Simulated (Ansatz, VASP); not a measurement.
**Sc4Al in VASP and in Ansatz**

```
CELL_PARAMETERS angstrom
-3.53888 3.53888 2.22576
3.53888 -3.53888 2.22576
3.53888 3.53888 -2.22576
ATOMIC_POSITIONS crystal
Sc 0.79905 0.39274 0.19179
Sc 0.39274 0.20095 0.59370
Sc 0.60726 0.79905 0.40630
Sc 0.20095 0.60726 0.80821
Al 0.00000 0.00000 0.00000
```

Alike in both runs: functional PBE; k mesh 6 × 6 × 6; occupations gaussian, width 0.1 eV; no spin polarisation.

Ansatz relaxed the structure, and its values are those at the end. VASP's run is a single point on that final structure, the one shown.

|  | VASP | Ansatz |
| --- | --- | --- |
| version | VASP 6.6.1 | Ansatz 0.2.0 |
| potentials or method | VASP PAW PBE potentials, release 64 (Sc_sv, Al), cutoff 520 eV | scalar-relativistic, plane waves, PAW |
| valence electrons in the cell | 47 | 47 |

Ansatz gave:

| Item | Value |
| --- | --- |
| gap on the k mesh at the Fermi level (eV) | none |
| pressure (GPa) | 0.1 |
| rms of the force components (eV/Å) | 0.019 |

What did VASP give for the same quantities?

gap on the k mesh at the Fermi level (eV): none; pressure (GPa): 0.2; rms of the force components (eV/Å): 0.018.

A gap of «none» marks a metal or a gap that the smearing closes. With one functional, cell and mesh, what is left measures potentials, basis and numerics.
